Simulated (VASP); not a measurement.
Write the native input for VASP 6.6.1 that does the following.

| Property | Result |
| --- | --- |
| Task | single point |
| Functional | PBEsol |
| Potentials or basis | VASP PAW PBE potentials, release 64 (B, As_d) |
| Cutoff | 420 eV |
| k mesh | 1 × 1 × 6 |
| Occupations | gaussian, width 0.05 eV |
| Spin | no spin polarisation |
| Dipole correction | no |
| Further INCAR settings | ALGO = Normal; EDIFF = 1e-06; NBANDS = 66 |

The structure of BAs lies in POSCAR:

```
BAs
1.0
   17.4000000000      0.0000000000      0.0000000000
    0.0000000000      9.3000000000      0.0000000000
    0.0000000000      0.0000000000      5.6223452358
B As
6 6
Direct
    0.7118355162      0.5000000000      0.4113972180
    0.5438431897      0.5000000000      0.3095761539
    0.6569014549      0.5000000000      0.7947411750
    0.3430985451      0.5000000000      0.2947411750
    0.4561568103      0.5000000000      0.8095761539
    0.2881644838      0.5000000000      0.9113972180
    0.6419092653      0.5000000000      0.1450581254
    0.7679162668      0.5000000000      0.6897836572
    0.4456905959      0.5000000000      0.1494436706
    0.5543094041      0.5000000000      0.6494436706
    0.2320837332      0.5000000000      0.1897836572
    0.3580907347      0.5000000000      0.6450581254
```

One way to write it, as run:

INCAR

```
ALGO = Normal ; EDIFF = 1E-6
ENCUT = 420 ; GGA = PS
GGA_COMPAT = False ; ISIF = 2
ISMEAR = 0 ; LASPH = True
LCHARG = True ; LELF = True
LREAL = False ; LVHAR = True
LWAVE = False ; NBANDS = 66
NELM = 120 ; PREC = Accurate
SIGMA = 0.05
```

KPOINTS

```
k-points
0
Gamma
  1 1 6
```

Potentials or basis: VASP PAW PBE potentials, release 64 (B, As_d).

Run with:

```bash
$ cat potpaw_PBE.64/B/POTCAR potpaw_PBE.64/As_d/POTCAR > POTCAR
$ mpirun -np 1 vasp_std > vasp.out
```

It gave:

* Largest force: 0.023 eV/Å
* Band gap on the k mesh: 0.87 eV (least direct gap 1.07 eV)

Caveat: the PAW data sets were made with another functional, which shifts forces and pressure a little.

Wall time 7.8 min on 1 thread of Intel(R) Xeon(R) Platinum 8375C CPU @ 2.90GHz (Ice Lake), on a shared host, peak memory 0.68 GiB.
